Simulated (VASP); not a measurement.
# CaHN (I4mm) in VASP: notebook

CaHN is run at these levels: LDA; tasks: single point.

All numbers are computed with VASP 6.6.1; they aren't measurements. Logs are shortened: lines on timing, memory, paths and dates and some standing lists are left out, and cuts for length are marked.

## (1) The cell of the first run

The structure is tetragonal, space group I4mm (No. 107). Conventional cell: a = 3.528 Å, b = 3.528 Å, c = 5.678 Å, α = 90.00°, β = 90.00°, γ = 90.00°. Within 3.1 Å of Ca (site symmetry 4mm) lie 5 N at 2.31 to 2.55 Å and 5 H at 2.34 to 2.54 Å. H (site symmetry 4mm) has 1 N at 1.03 Å within 1.4 Å. Within 1.4 Å of N (site symmetry 4mm) lie 1 H at 1.03 Å.

## (2) Single point, LDA

The input, INCAR:

```
  ALGO = Normal
  EDIFF = 1E-6
  ENCUT = 520
  GGA = CA
  ISIF = 2
  ISMEAR = 0
  LASPH = T
  LCHARG = F
  LREAL = F
  LWAVE = F
  NBANDS = 15
  NELM = 80
  PREC = Accurate
  SIGMA = 0.01
```

The input, KPOINTS:

```
k-points
0
Gamma
  3 3 3
```

The input, POSCAR:

```
CaHN
1.0
   -1.7640407200      1.7640407200      2.8390341100
    1.7640407200     -1.7640407200      2.8390341100
    1.7640407200      1.7640407200     -2.8390341100
Ca H N
1 1 1
Direct
    0.0517159100      0.0517159100      0.0000000000
    0.6399354400      0.6399354400      0.0000000000
    0.4583496500      0.4583496500      0.0000000000
```

Potentials or basis: VASP PAW LDA potentials, release 64 (Ca_sv, H, N).

Command:

```console
$ cat potpaw_LDA.64/Ca_sv/POTCAR potpaw_LDA.64/H/POTCAR potpaw_LDA.64/N/POTCAR > POTCAR
$ mpirun -np 1 vasp_std > vasp.out
```

OUTCAR:

```text
EDIFF = 1E-6
   ENCUT = 520
   GGA = CA
   ISIF = 2
   ISMEAR = 0
   LASPH = T
   LREAL = F
   NELM = 80
   PREC = Accurate

 ion  position               nearest neighbor table
   1  0.052  0.052  0.000-   3 2.31
   2  0.640  0.640  0.000-   3 1.03
   3  0.458  0.458  0.000-   2 1.03   1 2.31

  LATTYP: Found a body centered tetragonal cell.
 ALAT       =     3.5280814400
 C/A-ratio  =     1.6093926165

  Lattice vectors:

 A1 = (  -1.7640407200,   1.7640407200,   2.8390341100)
 A2 = (   1.7640407200,  -1.7640407200,   2.8390341100)
 A3 = (   1.7640407200,   1.7640407200,  -2.8390341100)

Analysis of symmetry for initial positions (statically):
=====================================================================
 Subroutine PRICEL returns:
 Original cell was already a primitive cell.

 Routine SETGRP: Setting up the symmetry group for a
 body centered tetragonal supercell.

 Subroutine GETGRP returns: Found  8 space group operations
 (whereof  8 operations were pure point group operations)
 out of a pool of 16 trial point group operations.

The static configuration has the point symmetry C_4v.

Analysis of symmetry for dynamics (positions and initial velocities):
=====================================================================
 Subroutine PRICEL returns:
 Original cell was already a primitive cell.

 Routine SETGRP: Setting up the symmetry group for a
 body centered tetragonal supercell.

 Subroutine GETGRP returns: Found  8 space group operations
 (whereof  8 operations were pure point group operations)
 out of a pool of 16 trial point group operations.

The dynamic configuration has the point symmetry C_4v.

 Subroutine INISYM returns: Found  8 space group operations
 (whereof  8 operations are pure point group operations),
 and found     1 'primitive' translations

----------------------------------------------------------------------------------------

                                     Primitive cell

  volume of cell :      35.3385

  direct lattice vectors                    reciprocal lattice vectors
    -1.764040720  1.764040720  2.839034110     0.000000000  0.283440169  0.176116236
     1.764040720 -1.764040720  2.839034110     0.283440169  0.000000000  0.176116236
     1.764040720  1.764040720 -2.839034110     0.283440169  0.283440169  0.000000000

  length of vectors
     3.779390692  3.779390692  3.779390692     0.333699353  0.333699353  0.400844931

  position of ions in fractional coordinates (direct lattice)
     0.051715910  0.051715910  0.000000000
     0.639935440  0.639935440  0.000000000
     0.458349650  0.458349650  0.000000000

  ion indices of the primitive-cell ions
   primitive index   ion index
                 1           1
                 2           2
                 3           3

----------------------------------------------------------------------------------------

 KPOINTS: k-points

Automatic generation of k-mesh.
 Grid dimensions read from file:
 generate k-points for:    3    3    3

 Generating k-lattice:

  Cartesian coordinates                     Fractional coordinates (reciprocal lattice)
     0.000000000  0.094480056  0.058705412     0.333333333  0.000000000  0.000000000
     0.094480056  0.000000000  0.058705412     0.000000000  0.333333333  0.000000000
     0.094480056  0.094480056  0.000000000     0.000000000  0.000000000  0.333333333

  Length of vectors
     0.111233118  0.111233118  0.133614977

  Shift w.r.t. Gamma in fractional coordinates (k-lattice)
     0.000000000  0.000000000  0.000000000

 Subroutine IBZKPT returns following result:
 ===========================================

 Found      6 irreducible k-points:

 Following reciprocal coordinates:
            Coordinates               Weight
  0.000000  0.000000  0.000000      1.000000
  0.333333 -0.000000  0.000000      8.000000
  0.333333  0.333333  0.000000      8.000000
 -0.333333  0.333333  0.000000      4.000000
 -0.333333  0.333333  0.333333      4.000000
 -0.333333 -0.333333  0.333333      2.000000
   k-points           NKPTS =      6   k-points in BZ     NKDIM =      6   number of bands    NBANDS=     15
   number of dos      NEDOS =    301   number of ions     NIONS =      3
   total plane-waves  NPLWV =  21952
   dimension x,y,z NGX =    28 NGY =   28 NGZ =   28
   dimension x,y,z NGXF=    56 NGYF=   56 NGZF=   56
   ions per type =               1   1   1
   NGX,Y,Z   is equivalent  to a cutoff of  12.32, 12.32, 12.32 a.u.
   NGXF,Y,Z  is equivalent  to a cutoff of  24.63, 24.63, 24.63 a.u.
 SYSTEM =  unknown system
   PREC   = accura    normal or accurate (medium, high low for compatibility)
   ISTART =      0    job   : 0-new  1-cont  2-samecut
   ICHARG =      2    charge: 1-file 2-atom 10-const
   ISPIN  =      1    spin polarized calculation?
   LNONCOLLINEAR =      F non collinear calculations
   LSORBIT =      F    spin-orbit coupling
   LASPH  =      T    aspherical Exc in radial PAW
   ENCUT  =  520.0 eV  38.22 Ry    6.18 a.u.   7.03  7.03  7.03*2*pi/ulx,y,z
   NELM   =     80;   NELMIN=  2; NELMDL= -5     # of ELM steps
   EDIFF  = 0.1E-05   stopping-criterion for ELM
   LREAL  =      F    real-space projection
   EDIFFG = 0.1E-04   stopping-criterion for IOM
   NSW    =      0    number of steps for IOM
   IBRION =     -1    ionic relax: 0-MD 1-quasi-New 2-CG
   NFREE  =      0    steps in history (QN), initial steepest desc. (CG)
   ISIF   =      2    stress and relaxation
   ISYM   =      2    0-nonsym 1-usesym 2-fastsym
   POTIM  = 0.5000    time-step for ionic-motion
   TEBEG  =    0.0;   TEEND  =   0.0 temperature during run
   PSTRESS=    0.0 pullay stress
   NELECT =      16.0000    total number of electrons
   NUPDOWN=      -1.0000    fix difference up-down
   EMIN   =  10.00;   EMAX   =-10.00  energy-range for DOS
   EFERMI =   0.00;   METHOD = LEGACY
   ISMEAR =     0;   SIGMA  =   0.01  broadening in eV -4-tet -1-fermi 0-gaus
   EFERMI_NEDOS =   21; number of points for ismear=-14 and -15
   IALGO  =     38    algorithm
   IMIX   =      4    mixing-type and parameters
     AMIX     =   0.40;   BMIX     =  1.00
     AMIX_MAG =   1.60;   BMIX_MAG =  1.00
  volume/ion in A,a.u.               =      11.78        79.49
  Fermi-wavevector in a.u.,A,eV,Ry     =   1.257088  2.375551 21.500869  1.580269
  Thomas-Fermi vector in A             =   2.390764
   LORBIT       =      0    0 simple, 1 ext, 2 COOP (PROOUT), +10 PAW based schemes
   GGA     = CA    functional components
   LHFCALC =     F    Hartree Fock is set to
   AEXX    =    0.0000 exact exchange contribution
   IVDW    =     0    specifies the selected vdW correction
   LEPSILON=     F    determine dielectric tensor
   LRPA    =     F    only Hartree local field effects (RPA)
 non-spin polarized calculation
 Gauss-broadening in eV      SIGMA  =   0.01
  energy-cutoff  :      520.00
  volume of cell :       35.34
 maximum number of plane-waves:       960
   NGX = 15   NGY = 15   NGZ = 15

 number of electron      15.9999998 magnetization

 Free energy of the ion-electron system (eV)
  ---------------------------------------------------
  ext. energy  EPLUGINS =         0.00000000
  ---------------------------------------------------
  free energy    TOTEN  =       -17.33564227 eV

  energy without entropy =      -17.33564227  energy(sigma->0) =      -17.33564227

 E-fermi :   2.5327     XC(G=0): -10.2994

 val. band max:        2.4330467035   @ k =   0.0000   0.0000   0.0000
 cond. band min:       4.5027559845   @ k =   0.0000   0.0000   0.0000
 fundamental gap:      2.0697092809
 Fermi energy:         2.5326522991

 k-point     1 :       0.0000    0.0000    0.0000
  band No.  band energies     occupation
      1     -36.1023      2.00000
      2     -17.4197      2.00000
      3     -17.2687      2.00000
      4     -17.2687      2.00000
      5     -11.6099      2.00000
      6      -1.1383      2.00000
      7       2.4330      2.00000
      8       2.4330      2.00000
      9       4.5028      0.00000
     10       6.6316      0.00000
     11       7.7273      0.00000
     12       7.7273      0.00000
     13       7.7860      0.00000
     14       8.7050      0.00000
     15      14.3460      0.00000

 k-point     2 :       0.3333   -0.0000    0.0000
  band No.  band energies     occupation
      1     -36.0696      2.00000
      2     -17.6996      2.00000
      3     -17.4218      2.00000
      4     -17.2714      2.00000
      5     -10.9513      2.00000
      6      -2.0885      2.00000
      7       0.7149      2.00000
      8       1.7632      2.00000
      9       6.1560      0.00000
     10       7.6827      0.00000
     11       8.2725      0.00000
     12       8.4150      0.00000
     13       9.9953      0.00000
     14      10.4312      0.00000
     15      13.7099      0.00000

 k-point     3 :       0.3333    0.3333    0.0000
  band No.  band energies     occupation
      1     -36.0457      2.00000
      2     -17.6436      2.00000
      3     -17.5063      2.00000
      4     -17.4350      2.00000
      5     -10.9528      2.00000
      6      -2.0518      2.00000
      7       1.0531      2.00000
      8       1.0964      2.00000
      9       6.4094      0.00000
     10       8.1778      0.00000
     11       8.3676      0.00000
     12       9.3059      0.00000
     13      10.0313      0.00000
     14      11.4103      0.00000
     15      12.6399      0.00000

 k-point     4 :      -0.3333    0.3333    0.0000
  band No.  band energies     occupation
      1     -36.0536      2.00000
      2     -17.5721      2.00000
      3     -17.4968      2.00000
      4     -17.4129      2.00000
      5     -11.1057      2.00000
      6      -1.3364      2.00000
      7       0.5914      2.00000
      8       1.5363      2.00000
      9       5.8029      0.00000
     10       6.0434      0.00000
     11       9.0412      0.00000
     12       9.3889      0.00000
     13       9.5990      0.00000
     14      10.9324      0.00000
     15      13.7530      0.00000

 k-point     5 :      -0.3333    0.3333    0.3333
  band No.  band energies     occupation
      1     -36.0540      2.00000
      2     -17.6695      2.00000
      3     -17.5954      2.00000
      4     -17.3022      2.00000
      5     -10.8663      2.00000
      6      -2.0895      2.00000
      7       0.5307      2.00000
      8       1.7348      2.00000
      9       6.0916      0.00000
     10       7.3166      0.00000
     11       9.0909      0.00000
     12       9.3349      0.00000
     13      10.4640      0.00000
     14      11.5508      0.00000
     15      12.8406      0.00000

 k-point     6 :      -0.3333   -0.3333    0.3333
  band No.  band energies     occupation
      1     -36.0712      2.00000
      2     -17.6918      2.00000
      3     -17.3299      2.00000
      4     -17.3299      2.00000
      5     -11.1987      2.00000
      6      -2.4553      2.00000
      7       2.2880      2.00000
      8       2.2880      2.00000
      9       5.3705      0.00000
     10       6.9382      0.00000
     11       9.1469      0.00000
     12       9.3002      0.00000
     13       9.3002      0.00000
     14       9.8518      0.00000
     15      12.5014      0.00000

------------------------ aborting loop because EDIFF is reached ----------------------------------------

  FORCE on cell =-STRESS in cart. coord.  units (eV):
  Direction    XX          YY          ZZ          XY          YZ          ZX
  --------------------------------------------------------------------------------------
  -------------------------------------------------------------------------------------
  Total       -1.0125877     -1.0125877     -0.8125056      0.0000000      0.0000000      0.0000000
  in kB      -45.9087439    -45.9087439    -36.8374128      0.0000000      0.0000000      0.0000000
  external PRESSURE =     -42.8849669 kB  Pullay stress =       0.0000000 kB

 VOLUME and BASIS-vectors are now :
 -----------------------------------------------------------------------------
  energy-cutoff  :      520.00
  volume of cell :       35.34
      direct lattice vectors                 reciprocal lattice vectors
    -1.764040720  1.764040720  2.839034110     0.000000000  0.283440169  0.176116236
     1.764040720 -1.764040720  2.839034110     0.283440169  0.000000000  0.176116236
     1.764040720  1.764040720 -2.839034110     0.283440169  0.283440169  0.000000000

 POSITION                                       TOTAL-FORCE (eV/Angst)
 -----------------------------------------------------------------------------------
      0.00000      0.00000      0.29365         0.000000      0.000000      0.167023
      0.00000      0.00000      3.63360         0.000000      0.000000      0.392361
      0.00000      0.00000      2.60254        -0.000000     -0.000000     -0.559384
 -----------------------------------------------------------------------------------
    total drift:                               -0.000000     -0.000000      0.000148

  FREE ENERGIE OF THE ION-ELECTRON SYSTEM (eV)
  ---------------------------------------------------
  free  energy   TOTEN  =       -17.3356422699 eV

  energy  without entropy=      -17.3356422699  energy(sigma->0) =      -17.33564227
```

It took 9.1 s on 1 thread of Intel Xeon 8259CL, shared host; peak memory 0.14 GiB.

What came out:

```yaml
Free_energy: -17.3356 eV
Pressure: -4.3 GPa
Largest_force: 0.559 eV/Å
Band_gap_on_the_k_mesh: 2.07 eV, direct
```

Forces in eV/Å, atoms in the order of the input:
```
Ca   0.000  0.000  0.167
H    0.000  0.000  0.392
N    0.000  0.000 -0.559
```

Stress tensor (GPa, compression positive):
```
-4.59  0.00  0.00
 0.00 -4.59  0.00
 0.00  0.00 -3.68
```

Caveat: the k points lie up to 0.84 Å⁻¹ apart. Expect the measured gap to be larger: semilocal functionals such as LDA lack the derivative discontinuity.

## (3) Single point, LDA

The input, INCAR:

```
  PREC = Accurate
  ENCUT = 520
  EDIFF = 1E-6
  ISMEAR = 0
  SIGMA = 0.01
  LREAL = F
  LASPH = T
  NELM = 100
  ALGO = Normal
  ISIF = 2
  LWAVE = F
  LCHARG = F
  NBANDS = 15
```

The input, KPOINTS:

```
Automatic mesh
0
Gamma
  5 5 5
```

POSCAR is that of step 2.

Potentials or basis: VASP PAW LDA potentials, release 64 (Ca_sv, H, N).

Command:

```console
$ cat potpaw_LDA.64/Ca_sv/POTCAR potpaw_LDA.64/H/POTCAR potpaw_LDA.64/N/POTCAR > POTCAR
$ mpirun -np 1 vasp_std > vasp.out
```

OUTCAR:

```text
PREC = Accurate
   ENCUT = 520
   EDIFF = 1E-6
   ISMEAR = 0
   LREAL = F
   LASPH = T
   NELM = 100
   ISIF = 2

 ion  position               nearest neighbor table
   1  0.052  0.052  0.000-   3 2.31
   2  0.640  0.640  0.000-   3 1.03
   3  0.458  0.458  0.000-   2 1.03   1 2.31

  LATTYP: Found a body centered tetragonal cell.
 ALAT       =     3.5280814400
 C/A-ratio  =     1.6093926165

  Lattice vectors:

 A1 = (  -1.7640407200,   1.7640407200,   2.8390341100)
 A2 = (   1.7640407200,  -1.7640407200,   2.8390341100)
 A3 = (   1.7640407200,   1.7640407200,  -2.8390341100)

Analysis of symmetry for initial positions (statically):
=====================================================================
 Subroutine PRICEL returns:
 Original cell was already a primitive cell.

 Routine SETGRP: Setting up the symmetry group for a
 body centered tetragonal supercell.

 Subroutine GETGRP returns: Found  8 space group operations
 (whereof  8 operations were pure point group operations)
[... 171 lines left out ...]
      4     -17.2662      2.00000
      5     -11.6365      2.00000
      6      -1.1666      2.00000
      7       2.4022      2.00000
      8       2.4022      2.00000
      9       4.4930      0.00000
     10       6.6314      0.00000
     11       7.7252      0.00000
     12       7.7252      0.00000
     13       7.7834      0.00000
     14       8.7055      0.00000
[... 293 lines left out ...]
      2     -17.7349      2.00000
      3     -17.3400      2.00000
      4     -17.3400      2.00000
      5     -11.2049      2.00000
      6      -2.4581      2.00000
      7       2.2527      2.00000
      8       2.2527      2.00000
      9       5.1691      0.00000
     10       6.9842      0.00000
     11       9.2465      0.00000
     12       9.5484      0.00000
     13       9.5484      0.00000
     14       9.8113      0.00000
     15      12.6452      0.00000

------------------------ aborting loop because EDIFF is reached ----------------------------------------

  FORCE on cell =-STRESS in cart. coord.  units (eV):
  Direction    XX          YY          ZZ          XY          YZ          ZX
  --------------------------------------------------------------------------------------
  -------------------------------------------------------------------------------------
  Total       -1.0410680     -1.0410680     -0.7555383      0.0000000      0.0000000      0.0000000
  in kB      -47.1999858    -47.1999858    -34.2546285      0.0000000      0.0000000      0.0000000
  external PRESSURE =     -42.8848667 kB  Pullay stress =       0.0000000 kB

 VOLUME and BASIS-vectors are now :
 -----------------------------------------------------------------------------
  energy-cutoff  :      520.00
  volume of cell :       35.34
      direct lattice vectors                 reciprocal lattice vectors
    -1.764040720  1.764040720  2.839034110     0.000000000  0.283440169  0.176116236
     1.764040720 -1.764040720  2.839034110     0.283440169  0.000000000  0.176116236
     1.764040720  1.764040720 -2.839034110     0.283440169  0.283440169  0.000000000

 POSITION                                       TOTAL-FORCE (eV/Angst)
 -----------------------------------------------------------------------------------
      0.00000      0.00000      0.29365         0.000000      0.000000      0.141838
      0.00000      0.00000      3.63360        -0.000000     -0.000000      0.401107
      0.00000      0.00000      2.60254        -0.000000     -0.000000     -0.542945
 -----------------------------------------------------------------------------------
    total drift:                               -0.000000     -0.000000      0.000278

  FREE ENERGIE OF THE ION-ELECTRON SYSTEM (eV)
  ---------------------------------------------------
  free  energy   TOTEN  =       -17.3717548379 eV

  energy  without entropy=      -17.3717548379  energy(sigma->0) =      -17.37175484
```

OSZICAR:

```text
N       E                     dE             d eps       ncg     rms          rms(c)
DAV:   1     0.103444578886E+03    0.10344E+03   -0.74925E+03   540   0.102E+03
DAV:   2    -0.138569934520E+02   -0.11730E+03   -0.10817E+03   701   0.273E+02
DAV:   3    -0.197441082520E+02   -0.58871E+01   -0.58357E+01   699   0.575E+01
DAV:   4    -0.200277912411E+02   -0.28368E+00   -0.28360E+00   742   0.104E+01
DAV:   5    -0.200300286324E+02   -0.22374E-02   -0.22374E-02   706   0.105E+00    0.947E+00
DAV:   6    -0.175407412751E+02    0.24893E+01   -0.75866E+00   596   0.188E+01    0.398E+00
DAV:   7    -0.174256590219E+02    0.11508E+00   -0.47206E-01   603   0.626E+00    0.232E+00
DAV:   8    -0.173764756535E+02    0.49183E-01   -0.15336E-01   708   0.313E+00    0.768E-01
DAV:   9    -0.173717113520E+02    0.47643E-02   -0.13203E-02   596   0.819E-01    0.288E-01
DAV:  10    -0.173718000254E+02   -0.88673E-04   -0.13570E-03   645   0.261E-01    0.448E-02
DAV:  11    -0.173717582541E+02    0.41771E-04   -0.18052E-04   682   0.992E-02    0.212E-02
DAV:  12    -0.173717549274E+02    0.33267E-05   -0.29972E-05   610   0.457E-02    0.478E-03
DAV:  13    -0.173717548379E+02    0.89490E-07   -0.32101E-06   554   0.148E-02
   1 F= -.17371755E+02 E0= -.17371755E+02  d E =-.196790E-31
```

Wall time 18 s (1 thread of Intel Xeon 8259CL, shared host); peak memory 0.14 GiB.

What came out:

```
Free energy            : -17.3718 eV
Pressure               : -4.3 GPa
Largest force          : 0.543 eV/Å
Band gap on the k mesh : 2.09 eV, direct
```

Forces in eV/Å, atoms in the order of the input:
```
Ca   0.000  0.000  0.142
H    0.000  0.000  0.401
N    0.000  0.000 -0.543
```

Stress tensor (GPa, compression positive):
```
-4.72  0.00  0.00
 0.00 -4.72  0.00
 0.00  0.00 -3.43
```

Levels at points of the mesh, in eV from the valence-band top:
```
           k point  band 6  band 7  band 8  band 9  band 10  band 11
(0.00, 0.00, 0.00)   -3.57    0.00    0.00    2.09     4.23     5.32
```

Caveat: the k points lie up to 0.50 Å⁻¹ apart.
